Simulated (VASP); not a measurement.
Input of a VASP 6.6.1 run:

INCAR

```
PREC = Accurate
ENCUT = 520
EDIFF = 1E-7
ISMEAR = 0
SIGMA = 0.05
LREAL = False
LASPH = True
NELM = 60
ALGO = Normal
ISIF = 2
LWAVE = False
LCHARG = False
GGA = PE
NBANDS = 15
```

The input KPOINTS:

```
regular mesh
0
Gamma
  12 12 12
```

File POSCAR:

```
CaO
1.0
    0.0000000000      2.3912683442      2.4154225699
    2.4154225699      0.0000000000      2.4154225699
    2.4154225699      2.3912683442      0.0000000000
Ca O
1 1
Direct
    0.5000000000      0.5000000000      0.5000000000
    0.0000000000      0.0000000000      0.0000000000
```

Potentials or basis: VASP PAW PBE potentials, release 64 (Ca_sv, O).

Command:

```console
$ cat potpaw_PBE.64/Ca_sv/POTCAR potpaw_PBE.64/O/POTCAR > POTCAR
$ mpirun -np 1 vasp_std > vasp.out
```

(1) Predict the pressure.

(2) Estimate the band gap on the k mesh.

Answers

(1) 1.7 GPa.

(2) 3.60 eV, indirect (least direct gap 4.00 eV).
